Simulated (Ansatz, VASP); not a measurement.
# Ir in VASP and in Ansatz

Contents of INCAR:

```
  PREC = Accurate
  ENCUT = 520
  EDIFF = 1E-6
  ISMEAR = 0
  SIGMA = 0.1
  LREAL = F
  LASPH = T
  NELM = 100
  ALGO = Normal
  ISIF = 2
  LWAVE = F
  LCHARG = F
  GGA = PE
  NBANDS = 10
```

File KPOINTS:

```
Automatic mesh
0
Gamma
  18 18 18
```

POSCAR

```
Ir
1.0
    0.0000000000      1.8958228623      1.8958228623
    1.8958228623      0.0000000000      1.8958228623
    1.8958228623      1.8958228623      0.0000000000
Ir
1
Direct
    0.0000000000      0.0000000000      0.0000000000
```

Input for Ansatz:

```yaml
crystal:
  lattice:
    - [0.0, 1.8958228624, 1.8958228624]
    - [1.8958228624, 0.0, 1.8958228624]
    - [1.8958228624, 1.8958228624, 0.0]
  atoms:
    - { symbol: Ir, position: [0.0, 0.0, 0.0] }
basis:
  ecutwfc: 420
kpoints:
  mp_grid: { grid: [18, 18, 18] }
hamiltonian:
  xc: pbe
scf:
  occupations: { method: gaussian, width: 0.1 }
output:
  forces: true
  stress: true
  eigenvalues: true
  write_density: true
  write_potential: true
  elf: true
  volumetric_format: npy
```

Alike in both runs: task single point; functional PBE; k mesh 18 × 18 × 18; occupations gaussian, width 0.1 eV; no spin polarisation.

```csv
,VASP,Ansatz
version,VASP 6.6.1,Ansatz 0.2.0
potentials or method,"VASP PAW PBE potentials, release 64 (Ir), cutoff 520 eV","scalar-relativistic, plane waves, PAW"
valence electrons in the cell,9,17
```

|  | VASP | Ansatz | Ansatz less VASP |
| --- | --- | --- | --- |
| gap on the k mesh at the Fermi level (eV) | none | none | - |
| pressure (GPa) | 26.0 | 25.2 | -0.84 |

A gap of «none» marks a metal or a gap that the smearing closes. With one functional, cell and mesh, what is left measures potentials, basis and numerics. VASP's potentials hold 9 valence electrons a cell and Ansatz's 17, so a difference there can come from the potentials and not from the codes.

Spin-orbit coupling is off throughout.
